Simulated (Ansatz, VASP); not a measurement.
**Two plane-wave programs on AlGa3N4**

File INCAR:

```
SYSTEM = AlGa3N4
PREC     = Accurate       ! precision mode
ENCUT    = 520            ! plane-wave cutoff, eV
EDIFF    = 1E-6           ! SCF threshold, eV
ISMEAR   = 0              ! smearing method
SIGMA    = 0.05           ! smearing width, eV
LREAL    = .FALSE.        ! projectors in reciprocal space
LASPH    = .TRUE.         ! aspherical terms in the spheres
NELM     = 100            ! most SCF steps
ALGO     = Normal         ! electronic algorithm
ISIF     = 2              ! what is computed and relaxed
LWAVE    = .FALSE.        ! write WAVECAR
LCHARG   = .TRUE.         ! write CHGCAR
GGA      = PS             ! functional
LELF     = .TRUE.         ! ELF
LVHAR    = .TRUE.       
NBANDS   = 41             ! bands
```

The input KPOINTS:

```
regular mesh
0
G
  6 8 6
  0 0 0
```

Contents of POSCAR:

```
AlGa3N4
1.0
    5.1423511994      0.0000000000      0.0001215027
    0.0000000000      3.1649848006      0.0000000000
   -0.0035856898      0.0000000000      5.4784941377
Al Ga N
1 3 4
Direct
    0.0041403784      0.5000000000      0.6656574168
    0.4995656324      0.5000000000      0.3347371021
    0.4986679916      0.0000000000      0.8315888212
    0.9992883993      0.0000000000      0.1660656671
    0.1164480760      0.5000000000      0.3534474433
    0.1181671899      0.0000000000      0.8170942236
    0.6233329655      0.0000000000      0.1717516532
    0.6266377364      0.5000000000      0.6622897153
```

Input for Ansatz:

```yaml
crystal:
  lattice:
    - [5.1423511994, 0.0, 0.0001215027]
    - [0.0, 3.1649848006, 0.0]
    - [-0.0035856898, 0.0, 5.4784941377]
  atoms:
    - { symbol: Al, position: [0.0041403784, 0.5, 0.6656574168] }
    - { symbol: Ga, position: [0.4995656324, 0.5, 0.3347371021] }
    - { symbol: Ga, position: [0.4986679916, 0.0, 0.8315888212] }
    - { symbol: Ga, position: [0.9992883993, 0.0, 0.1660656671] }
    - { symbol: "N", position: [0.116448076, 0.5, 0.3534474433] }
    - { symbol: "N", position: [0.1181671899, 0.0, 0.8170942236] }
    - { symbol: "N", position: [0.6233329655, 0.0, 0.1717516532] }
    - { symbol: "N", position: [0.6266377364, 0.5, 0.6622897153] }
basis:
  ecutwfc: 420
kpoints:
  mp_grid: { grid: [6, 8, 6] }
hamiltonian:
  xc: pbesol
scf:
  occupations: { method: gaussian, width: 0.05 }
output:
  forces: true
  stress: true
  eigenvalues: true
```

Change from the starting cell: mode 24 (697.0 1/cm) frozen in, largest displacement +0.075 Å.

Alike in both runs: task single point; functional PBEsol; k mesh 6 × 8 × 6; occupations gaussian, width 0.05 eV; no spin polarisation.

|  | VASP | Ansatz |
| --- | --- | --- |
| version | VASP 6.6.1 | Ansatz 0.2.0 |
| potentials or method | VASP PAW PBE potentials, release 64 (Al, Ga_d, N), cutoff 520 eV | scalar-relativistic, plane waves, PAW |
| valence electrons in the cell | 62 | 62 |

Ansatz gave:

```
gap on the k mesh at the Fermi level (eV)                     : 2.35
least direct gap on the mesh (eV)                             : 2.35
pressure (GPa)                                                : 0.6
traceless stress, the component that is largest in VASP (GPa) : 1.33
rms of the force components (eV/Å)                            : 0.621
```

Question: Estimate VASP's values.

Answer: gap on the k mesh at the Fermi level (eV): 2.36; least direct gap on the mesh (eV): 2.36; pressure (GPa): 0.4; traceless stress, the component that is largest in VASP (GPa): 1.36; rms of the force components (eV/Å): 0.626.

VASP's potentials were made for PBE, not for PBEsol. Atom by atom the forces differ by 0.007 eV/Å (rms over components).
